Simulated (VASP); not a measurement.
Write the native input for VASP 6.6.1 that does the following.

```
Task                   : single point
Functional             : RPBE
Potentials or basis    : VASP PAW PBE potentials, release 64 (Hf_pv, N)
Cutoff                 : 600 eV
k mesh                 : 10 × 10 × 10
Occupations            : fermi-dirac, width 0.05 eV
Spin                   : no spin polarisation
Dipole correction      : no
Further INCAR settings : ALGO = Normal; EDIFF = 1e-06; NBANDS = 14
```

The structure of HfN lies in POSCAR:

```
HfN
1.0
    0.0000000000      2.2560000000      2.2560000000
    2.2560000000      0.0000000000      2.2560000000
    2.2560000000      2.2560000000      0.0000000000
Hf N
1 1
Direct
    0.0000000000      0.0000000000      0.0000000000
    0.5000000000      0.5000000000      0.5000000000
```

The input as run:

INCAR

```
ALGO = Normal
EDIFF = 1E-6
ENCUT = 600
GGA = RP
GGA_COMPAT = False
ISIF = 2
ISMEAR = -1
LASPH = True
LCHARG = True
LELF = True
LREAL = False
LVHAR = True
LWAVE = False
NBANDS = 14
NELM = 120
PREC = Accurate
SIGMA = 0.05
```

KPOINTS

```
k-points
0
Gamma
  10 10 10
```

Potentials or basis: VASP PAW PBE potentials, release 64 (Hf_pv, N).

Run with:

```console
$ cat potpaw_PBE.64/Hf_pv/POTCAR potpaw_PBE.64/N/POTCAR > POTCAR
$ mpirun -np 1 vasp_std > vasp.out
```

It gave:

The pressure is 8.7 GPa and the band gap on the k mesh is zero (an odd number of electrons rules out a gap without spin polarisation).

Caveat: the cell stands under pressure; the PAW data sets were made with another functional, which shifts forces and pressure a little; spin-orbit coupling is left out, which moves the levels of the heavy elements.

Run time: 14 s on 1 thread of AMD EPYC 9R45 96-Core Processor (Zen 5) (shared host), peak memory 0.14 GiB.
